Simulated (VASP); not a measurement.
# La (Im-3m) in VASP: a series of runs

La is run at these levels: r2SCAN, rpbe exchange, lyp correlation, PBE-based screened hybrid with 25 % exact exchange; tasks: single point.

Everything below comes from runs of VASP 6.6.1. Logs are shortened: lines on timing, memory, paths and dates and some standing lists are left out, and cuts for length are marked.

### Step 1. The cell of the first run

Symmetry: Im-3m, No. 229, cubic system. Conventional cell: a = 4.248 Å, b = 4.248 Å, c = 4.248 Å, α = 90.00°, β = 90.00°, γ = 90.00°. Within 4.8 Å of La (site symmetry m-3m) lie 14 La at 3.68 to 4.25 Å.

This isn't the form of La at room conditions, which is double hcp.

### Step 2. Single point, r2SCAN

File POSCAR:

```
La
1.0
   -2.1238310700      2.1238310700      2.1238310700
    2.1238310700     -2.1238310700      2.1238310700
    2.1238310700      2.1238310700     -2.1238310700
La
1
Direct
    0.0000000000      0.0000000000      0.0000000000
```

File INCAR.step1:

```
ALGO = Normal
EDIFF = 1E-5
ENCUT = 550
GGA = PE
GGA_COMPAT = False
ISMEAR = 1
LASPH = True
LCHARG = False
LMAXMIX = 6
LREAL = False
LWAVE = True
NBANDS = 12
NELM = 200
PREC = Accurate
SIGMA = 0.01
```

File INCAR.step2:

```
ALGO = Normal
EDIFF = 1E-6
ENCUT = 550
GGA_COMPAT = False
ISIF = 2
ISMEAR = 1
ISTART = 1
LASPH = True
LCHARG = False
LMAXMIX = 6
LMIXTAU = True
LREAL = False
LWAVE = False
METAGGA = R2SCAN
NBANDS = 12
NELM = 200
PREC = Accurate
SIGMA = 0.01
```

File KPOINTS:

```
k-points
0
Gamma
  9 9 9
```

Potentials or basis: VASP PAW PBE potentials, release 64 (La).

Started as:

```bash
cat potpaw_PBE.64/La/POTCAR > POTCAR
cp INCAR.step1 INCAR
mpirun -np 1 vasp_std > vasp.out
cp INCAR.step2 INCAR
mpirun -np 1 vasp_std > vasp.out
```

OUTCAR:

```text
EDIFF = 1E-6
   ENCUT = 550
   ISIF = 2
   ISMEAR = 1
   ISTART = 1
   LASPH = True
   LREAL = False
   METAGGA = R2SCAN
   NELM = 200
   PREC = Accurate

 ion  position               nearest neighbor table
   1  0.000  0.000  0.000-

  LATTYP: Found a body centered cubic cell.
 ALAT       =     4.2476621400

  Lattice vectors:

 A1 = (  -2.1238310700,   2.1238310700,   2.1238310700)
 A2 = (   2.1238310700,  -2.1238310700,   2.1238310700)
 A3 = (   2.1238310700,   2.1238310700,  -2.1238310700)

Analysis of symmetry for initial positions (statically):
=====================================================================
 Subroutine PRICEL returns:
 Original cell was already a primitive cell.

 Routine SETGRP: Setting up the symmetry group for a
 body centered cubic supercell.

 Subroutine GETGRP returns: Found 48 space group operations
 (whereof 48 operations were pure point group operations)
 out of a pool of 48 trial point group operations.

The static configuration has the point symmetry O_h .

Analysis of symmetry for dynamics (positions and initial velocities):
=====================================================================
 Subroutine PRICEL returns:
 Original cell was already a primitive cell.

 Routine SETGRP: Setting up the symmetry group for a
 body centered cubic supercell.

 Subroutine GETGRP returns: Found 48 space group operations
 (whereof 48 operations were pure point group operations)
 out of a pool of 48 trial point group operations.

The dynamic configuration has the point symmetry O_h .

 Subroutine INISYM returns: Found 48 space group operations
 (whereof 48 operations are pure point group operations),
 and found     1 'primitive' translations

----------------------------------------------------------------------------------------

                                     Primitive cell

  volume of cell :      38.3195

  direct lattice vectors                    reciprocal lattice vectors
    -2.123831070  2.123831070  2.123831070     0.000000000  0.235423621  0.235423621
     2.123831070 -2.123831070  2.123831070     0.235423621  0.000000000  0.235423621
     2.123831070  2.123831070 -2.123831070     0.235423621  0.235423621  0.000000000

  length of vectors
     3.678583320  3.678583320  3.678583320     0.332939277  0.332939277  0.332939277

  position of ions in fractional coordinates (direct lattice)
     0.000000000  0.000000000  0.000000000

  ion indices of the primitive-cell ions
   primitive index   ion index
                 1           1

----------------------------------------------------------------------------------------

 KPOINTS: k-points

Automatic generation of k-mesh.
 Grid dimensions read from file:
 generate k-points for:    9    9    9

 Generating k-lattice:

  Cartesian coordinates                     Fractional coordinates (reciprocal lattice)
     0.000000000  0.026158180  0.026158180     0.111111111  0.000000000  0.000000000
     0.026158180  0.000000000  0.026158180     0.000000000  0.111111111  0.000000000
     0.026158180  0.026158180  0.000000000     0.000000000  0.000000000  0.111111111

  Length of vectors
     0.036993253  0.036993253  0.036993253

  Shift w.r.t. Gamma in fractional coordinates (k-lattice)
     0.000000000  0.000000000  0.000000000

 Subroutine IBZKPT returns following result:
 ===========================================

 Found     35 irreducible k-points:

 Following reciprocal coordinates:
            Coordinates               Weight
  0.000000  0.000000  0.000000      1.000000
  0.111111  0.000000  0.000000     12.000000
  0.222222  0.000000  0.000000     12.000000
  0.333333  0.000000  0.000000     12.000000
  0.444444  0.000000  0.000000     12.000000
  0.111111  0.111111  0.000000     24.000000
[... 16 lines left out ...]
 -0.333333  0.444444  0.111111     48.000000
 -0.444444 -0.444444  0.111111     24.000000
 [... further k-points ...]
   k-points           NKPTS =     35   k-points in BZ     NKDIM =     35   number of bands    NBANDS=     12
   number of dos      NEDOS =    301   number of ions     NIONS =      1
   total plane-waves  NPLWV =  21952
   dimension x,y,z NGX =    28 NGY =   28 NGZ =   28
   dimension x,y,z NGXF=    56 NGYF=   56 NGZF=   56
   ions per type =               1
   NGX,Y,Z   is equivalent  to a cutoff of  12.65, 12.65, 12.65 a.u.
   NGXF,Y,Z  is equivalent  to a cutoff of  25.31, 25.31, 25.31 a.u.
 SYSTEM =  unknown system
   PREC   = accura    normal or accurate (medium, high low for compatibility)
   ISTART =      1    job   : 0-new  1-cont  2-samecut
   ICHARG =      0    charge: 1-file 2-atom 10-const
   ISPIN  =      1    spin polarized calculation?
   LNONCOLLINEAR =      F non collinear calculations
   LSORBIT =      F    spin-orbit coupling
   LASPH  =      T    aspherical Exc in radial PAW
   ENCUT  =  550.0 eV  40.42 Ry    6.36 a.u.   7.03  7.03  7.03*2*pi/ulx,y,z
   NELM   =    200;   NELMIN=  2; NELMDL=  0     # of ELM steps
   EDIFF  = 0.1E-05   stopping-criterion for ELM
   LREAL  =      F    real-space projection
   EDIFFG = 0.1E-04   stopping-criterion for IOM
   NSW    =      0    number of steps for IOM
   IBRION =     -1    ionic relax: 0-MD 1-quasi-New 2-CG
   NFREE  =      0    steps in history (QN), initial steepest desc. (CG)
   ISIF   =      2    stress and relaxation
   ISYM   =      2    0-nonsym 1-usesym 2-fastsym
   POTIM  = 0.5000    time-step for ionic-motion
   TEBEG  =    0.0;   TEEND  =   0.0 temperature during run
   PSTRESS=    0.0 pullay stress
   NELECT =      11.0000    total number of electrons
   NUPDOWN=      -1.0000    fix difference up-down
   EMIN   =  10.00;   EMAX   =-10.00  energy-range for DOS
   EFERMI =   0.00;   METHOD = LEGACY
   ISMEAR =     1;   SIGMA  =   0.01  broadening in eV -4-tet -1-fermi 0-gaus
   EFERMI_NEDOS =   21; number of points for ismear=-14 and -15
   IALGO  =     38    algorithm
   IMIX   =      4    mixing-type and parameters
     AMIX     =   0.40;   BMIX     =  1.00
     AMIX_MAG =   1.60;   BMIX_MAG =  1.00
  volume/ion in A,a.u.               =      38.32       258.59
  Fermi-wavevector in a.u.,A,eV,Ry     =   1.079939  2.040788 15.868033  1.166268
  Thomas-Fermi vector in A             =   2.215917
   LORBIT       =      0    0 simple, 1 ext, 2 COOP (PROOUT), +10 PAW based schemes
   METAGGA = R2SCAN    functional components
   LHFCALC =     F    Hartree Fock is set to
   AEXX    =    0.0000 exact exchange contribution
   IVDW    =     0    specifies the selected vdW correction
   LEPSILON=     F    determine dielectric tensor
   LRPA    =     F    only Hartree local field effects (RPA)
 non-spin polarized calculation
 Methfessel and Paxton  Order N= 1 SIGMA  =   0.01
  energy-cutoff  :      550.00
  volume of cell :       38.32
 maximum number of plane-waves:      1137
   NGX = 13   NGY = 13   NGZ = 13

 number of electron      10.9999999 magnetization

 Free energy of the ion-electron system (eV)
  ---------------------------------------------------
  ext. energy  EPLUGINS =         0.00000000
  ---------------------------------------------------
  free energy    TOTEN  =       -29.62461365 eV

  energy without entropy =      -29.62467786  energy(sigma->0) =      -29.62463505

 E-fermi :   7.6998     XC(G=0): -10.0924

 val. band max:        7.6919550205   @ k =   0.3333   0.2222  -0.0000
 cond. band min:       7.7128058762   @ k =   0.2222   0.1111   0.1111
 fundamental gap:      0.0208508557
 Fermi energy:         7.6998041625

 k-point     1 :       0.0000    0.0000    0.0000
  band No.  band energies     occupation
      1     -26.4734      2.00000
      2      -9.0354      2.00000
      3      -9.0354      2.00000
      4      -9.0354      2.00000
      5       4.3032      2.00000
      6       9.3735      0.00000
      7       9.3735      0.00000
      8       9.3736      0.00000
      9       9.4288      0.00000
     10       9.4288      0.00000
     11       9.4288      0.00000
     12      10.1923      0.00000

 k-point     2 :       0.1111    0.0000    0.0000
  band No.  band energies     occupation
      1     -26.4507      2.00000
      2      -9.2063      2.00000
      3      -9.0840      2.00000
      4      -9.0381      2.00000
      5       4.6851      2.00000
      6       8.8790      0.00000
      7       8.9016      0.00000
      8       9.4069      0.00000
      9       9.5162      0.00000
     10       9.7246      0.00000
     11       9.7443      0.00000
     12      10.1505      0.00000

 k-point     3 :       0.2222    0.0000    0.0000
  band No.  band energies     occupation
      1     -26.3924      2.00000
      2      -9.6142      2.00000
      3      -9.2040      2.00000
      4      -9.0451      2.00000
      5       5.5465      2.00000
      6       8.3550      0.00000
      7       8.3588      0.00000
      8       9.3772      0.00000
      9       9.6944      0.00000
     10       9.8482      0.00000
     11       9.9323      0.00000
     12      10.1041      0.00000

 k-point     4 :       0.3333    0.0000    0.0000
  band No.  band energies     occupation
      1     -26.3249      2.00000
      2     -10.0427      2.00000
      3      -9.3358      2.00000
      4      -9.0533      2.00000
      5       5.9707      2.00000
      6       7.9062      0.00000
      7       8.6577      0.00000
      8       9.3855      0.00000
      9       9.7740      0.00000
     10       9.9012      0.00000
     11      10.0233      0.00000
     12      10.1110      0.00000

 k-point     5 :       0.4444    0.0000    0.0000
  band No.  band energies     occupation
      1     -26.2801      2.00000
      2     -10.3060      2.00000
      3      -9.4194      2.00000
      4      -9.0588      2.00000
      5       5.8513      2.00000
      6       7.6583      2.00000
      7       9.3074      0.00000
      8       9.4107      0.00000
      9       9.8048      0.00000
     10      10.0236      0.00000
     11      10.0597      0.00000
     12      10.1435      0.00000
[... 228 lines left out ...]
      1     -26.3141      2.00000
      2      -9.8732      2.00000
      3      -9.4128      2.00000
      4      -9.2337      2.00000
      5       6.5701      2.00000
      6       7.6016      2.00000
      7       8.6294      0.00000
      8       9.1569      0.00000
      9       9.6635      0.00000
     10       9.8139      0.00000
     11      10.0269      0.00000
     12      10.0880      0.00000

 k-point    22 :      -0.4444    0.4444    0.1111
  band No.  band energies     occupation
      1     -26.2643      2.00000
      2     -10.2591      2.00000
      3      -9.4770      2.00000
      4      -9.1662      2.00000
      5       6.1306      2.00000
      6       7.9846      0.00000
      7       8.6457      0.00000
      8       9.2437      0.00000
      9       9.7852      0.00000
     10       9.9777      0.00000
     11      10.0786      0.00000
     12      10.1445      0.00000

 k-point    23 :      -0.3333    0.4444    0.1111
  band No.  band energies     occupation
      1     -26.2619      2.00000
      2     -10.1091      2.00000
      3      -9.5746      2.00000
      4      -9.2430      2.00000
      5       6.6666      2.00000
      6       7.5955      2.00000
      7       8.4580      0.00000
      8       9.3195      0.00000
      9       9.6993      0.00000
     10       9.8800      0.00000
     11      10.0767      0.00000
     12      10.1347      0.00000

 k-point    24 :      -0.4444   -0.4444    0.1111
  band No.  band energies     occupation
      1     -26.2410      2.00000
      2     -10.2013      2.00000
      3      -9.6391      2.00000
      4      -9.2428      2.00000
      5       6.5156      2.00000
      6       8.0120      0.00000
      7       8.1517      0.00000
      8       9.2441      0.00000
      9       9.7688      0.00000
     10       9.9393      0.00000
     11      10.1068      0.00000
     12      10.1482      0.00000

 [... further k-points ...]

------------------------ aborting loop because EDIFF is reached ----------------------------------------

  FORCE on cell =-STRESS in cart. coord.  units (eV):
  Direction    XX          YY          ZZ          XY          YZ          ZX
  --------------------------------------------------------------------------------------
  -------------------------------------------------------------------------------------
  Total       -0.0555344     -0.0555344     -0.0555344      0.0000000      0.0000000      0.0000000
  in kB       -2.3219477     -2.3219477     -2.3219477      0.0000000      0.0000000      0.0000000
  external PRESSURE =      -2.3219477 kB  Pullay stress =       0.0000000 kB

 VOLUME and BASIS-vectors are now :
 -----------------------------------------------------------------------------
  energy-cutoff  :      550.00
  volume of cell :       38.32
      direct lattice vectors                 reciprocal lattice vectors
    -2.123831070  2.123831070  2.123831070     0.000000000  0.235423621  0.235423621
     2.123831070 -2.123831070  2.123831070     0.235423621  0.000000000  0.235423621
     2.123831070  2.123831070 -2.123831070     0.235423621  0.235423621  0.000000000

 POSITION                                       TOTAL-FORCE (eV/Angst)
 -----------------------------------------------------------------------------------
      0.00000      0.00000      0.00000         0.000000     -0.000000     -0.000000
 -----------------------------------------------------------------------------------
    total drift:                               -0.000000     -0.000000      0.000000

  FREE ENERGIE OF THE ION-ELECTRON SYSTEM (eV)
  ---------------------------------------------------
  free  energy   TOTEN  =       -29.6246136491 eV

  energy  without entropy=      -29.6246778580  energy(sigma->0) =      -29.62463505
```

Wall time 48 s (1 thread of Intel Xeon Platinum 8488C (Sapphire Rapids), shared host); peak memory 0.18 GiB.

Results:

| Quantity | Value |
| --- | --- |
| Free energy | -29.6246 eV |
| Pressure | -0.2 GPa |
| Band gap on the k mesh | zero (an odd number of electrons rules out a gap without spin polarisation) |

Caveat: the PAW data sets were made with another functional, which shifts forces and pressure a little; spin-orbit coupling is left out, which moves the levels of the heavy elements.

### Step 3. Single point, rpbe exchange, lyp correlation, non-collinear spin, typed start (42.62 Å³/atom)

This run uses another cell than the first one, of 42.62 Å³/atom.

File INCAR:

```
SYSTEM = La
  PREC = Accurate
  ENCUT = 500
  EDIFF = 1E-6
  ISMEAR = 1
  SIGMA = 0.05
  LREAL = .False.
  LASPH = .True.
  NELM = 200
  ALGO = Normal
  ISIF = 2
  LWAVE = .False.
  LCHARG = .False.
  LNONCOLLINEAR = .True.
  MAGMOM = 0.053 -0.053 -0.454
  LORBIT = 11
  LMAXMIX = 6
  GGA = LIBXC
  LIBXC1 = GGA_X_RPBE
  LIBXC2 = GGA_C_LYP
  NBANDS = 22
  GGA_COMPAT = .False.
```

File KPOINTS:

```
regular mesh
0
Gamma
  7 7 7
  0 0 0
```

File POSCAR:

```
La
1.0
   -2.2004403231      2.2004403231      2.2004403231
    2.2004403231     -2.2004403231      2.2004403231
    2.2004403231      2.2004403231     -2.2004403231
La
1
Direct
    0.0000000000      0.0000000000      0.0000000000
```

Potentials or basis: VASP PAW PBE potentials, release 64 (La).

Started as:

```bash
cat potpaw_PBE.64/La/POTCAR > POTCAR
mpirun -np 1 vasp_ncl > vasp.out
```

Wall time 4.1 min (1 thread of Intel Xeon 6975P-C (Granite Rapids), shared host); peak memory 0.41 GiB.

It converged, with:

```
Free energy                                           : -3.5460 eV
Pressure                                              : 0.0 GPa
Band gap on the k mesh                                : zero (bands 11 and 12 overlap by 2.29 eV)
Net moment                                            : 0.51 μB per cell
Valence electrons inside the program's atomic spheres : La 8.53
```

Levels at points of the mesh, in eV from the Fermi level:
```tsv
k point	band 8	band 9	band 10	band 11	band 12	band 13	band 14	band 15
(0.00, 0.00, 0.00)	-16.41	-3.40	-3.12	1.04	1.04	1.04	1.11	1.11
```

Moments on the atoms (μB; x, y, z):
```
La   0.04 -0.03 -0.23
```

Caveat: the PAW data sets were made with another functional, which shifts forces and pressure a little; spin-orbit coupling is left out, which moves the levels of the heavy elements.

### Step 4. Single point, PBE-based screened hybrid with 25 % exact exchange, non-collinear spin, zero start, spin-orbit coupling

File POSCAR:

```
La
1.0
   -2.1238310700      2.1238310700      2.1238310700
    2.1238310700     -2.1238310700      2.1238310700
    2.1238310700      2.1238310700     -2.1238310700
La
1
Direct
    0.0000000000      0.0000000000      0.0000000000
```

File INCAR.step1:

```
ALGO = Normal
EDIFF = 1E-5
ENCUT = 400
GGA = PE
GGA_COMPAT = False
ISIF = 2
ISMEAR = 1
KPAR = 4
LASPH = True
LCHARG = False
LMAXMIX = 6
LORBIT = 11
LORBMOM = True
LREAL = False
LSORBIT = True
LWAVE = True
MAGMOM = 0 0 0
NBANDS = 22
NELM = 200
PREC = Accurate
SIGMA = 0.01
```

File INCAR.step2:

```
AEXX = 0.25
ALGO = Normal
EDIFF = 1E-6
ENCUT = 400
GGA = PE
GGA_COMPAT = False
HFSCREEN = 0.3
ISIF = 2
ISMEAR = 1
ISTART = 1
KPAR = 4
LASPH = True
LCHARG = False
LHFCALC = True
LMAXMIX = 6
LORBIT = 11
LORBMOM = True
LREAL = False
LSORBIT = True
LWAVE = False
MAGMOM = 0 0 0
NBANDS = 22
NELM = 200
PREC = Accurate
PRECFOCK = Normal
SIGMA = 0.01
```

File KPOINTS:

```
k-points
0
Gamma
  6 6 6
```

Started as:

```bash
cat potpaw_PBE.64/La/POTCAR > POTCAR
cp INCAR.step1 INCAR
mpirun -np 4 vasp_ncl > vasp.out
cp INCAR.step2 INCAR
mpirun -np 4 vasp_ncl > vasp.out
```

Run time: 31 min. Hardware: 4 MPI ranks of Intel Xeon Platinum 8259CL at 2.50GHz (Skylake/Cascade Lake), shared host; peak memory 0.31 GiB.

It converged, with:

```
Free energy                                           : -5.0691 eV
Pressure                                              : 1.0 GPa
Net moment                                            : 0.00 μB per cell
Valence electrons inside the program's atomic spheres : La 8.55
```

Moments on the atoms (μB; x, y, z):
```
La  0.00 0.00 0.00
```

Caveat: the PAW data sets were made with another functional, which shifts forces and pressure a little.

### Step 5. Summary

| level | spin | cell | k mesh | cutoff (eV) | smearing | grid for exact exchange (PRECFOCK) | share of exact exchange | screening parameter | gap on the mesh (eV) | pressure (GPa) | moment (μB) |
| --- | --- | --- | --- | --- | --- | --- | --- | --- | --- | --- | --- |
| r2SCAN | off | a = 3.679 Å, angles 109.5°, 1 atom | 9 × 9 × 9 | 550 | methfessel-paxton 0.01 eV | - | - | - | none | -0.2 | - |
| rpbe exchange, lyp correlation | non-collinear, typed start | a = 3.811 Å, angles 109.5°, 1 atom | 7 × 7 × 7 | 500 | methfessel-paxton 0.05 eV | - | - | - | none | 0.0 | 0.51 |
| PBE-based screened hybrid with 25 % exact exchange | non-collinear, zero start, SOC | a = 3.679 Å, angles 109.5°, 1 atom | 6 × 6 × 6 | 400 | methfessel-paxton 0.01 eV | Normal | 0.25 | 0.3 1/Å | - | 1.0 | 0.00 |

Alike in all rows: task single point; potentials or basis VASP PAW PBE potentials, release 64 (La).

Caveats: the PAW data sets were made with another functional, which shifts forces and pressure a little; spin-orbit coupling is left out, which moves the levels of the heavy elements (at least some runs).

Total energies depend on the potentials used, so only differences within one code and one set of settings carry meaning.
